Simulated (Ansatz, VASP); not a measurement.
# C in VASP and in Ansatz

Contents of INCAR:

```
ALGO = Normal
EDIFF = 1E-8
ENCUT = 520
ISIF = 2
ISMEAR = -1
LASPH = T
LCHARG = F
LEFG = T
LREAL = F
LWAVE = F
NBANDS = 11
NELM = 100
PREC = Accurate
SIGMA = 0.03
```

File KPOINTS:

```
k-points
0
Gamma
  16 16 16
```

POSCAR

```
C
1.0
    0.0000000000      1.7477320000      1.7834000000
    1.7477320000      0.0000000000      1.7834000000
    1.7477320000      1.7477320000      0.0000000000
C
2
Direct
    0.5000000000      0.5000000000      0.5000000000
    0.7500000000      0.7500000000      0.7500000000
```

Input for Ansatz:

```yaml
crystal:
  lattice:
    - [0.0, 1.747732, 1.7834]
    - [1.747732, 0.0, 1.7834]
    - [1.747732, 1.747732, 0.0]
  atoms:
    - { symbol: C, position: [0.5, 0.5, 0.5] }
    - { symbol: C, position: [0.75, 0.75, 0.75] }
kpoints:
  mp_grid: { grid: [16, 16, 16] }
scf:
  occupations: { method: fermi_dirac, width: 0.03 }
hamiltonian:
  xc: lda
  pseudopotentials: { kind: all_electron, datasets: crystal }
output:
  forces: true
  stress: true
  eigenvalues: true
  efg: { contact_densities: true }
```

Change from the starting cell: equal xx and yy strain of -2 %, crystal datasets.

Alike in both runs: task electric field gradients; functional LDA; k mesh 16 × 16 × 16; occupations fermi-dirac, width 0.03 eV; no spin polarisation.

|  | VASP | Ansatz |
| --- | --- | --- |
| version | VASP 6.6.1 | Ansatz 0.2.0 |
| potentials or method | VASP PAW LDA potentials, release 64 (C), cutoff 520 eV | all-electron PAW with datasets made for the crystal, scalar-relativistic |

```csv
,VASP,Ansatz,Ansatz less VASP
gap on the k mesh at the Fermi level (eV),3.93,3.94,+0.006
pressure (GPa),6.8,5.3,-1.54
"traceless stress, the component that is largest in VASP (GPa)",-13.27,-13.31,-0.036
size of Vzz on the site where it differs most (V/Å²),0.8,0.9,+0.12
```

LDA's correlation is that of Perdew and Zunger in VASP and of Perdew and Wang (1992) in Ansatz. Ansatz ran all-electron here, and VASP with PAW potentials.
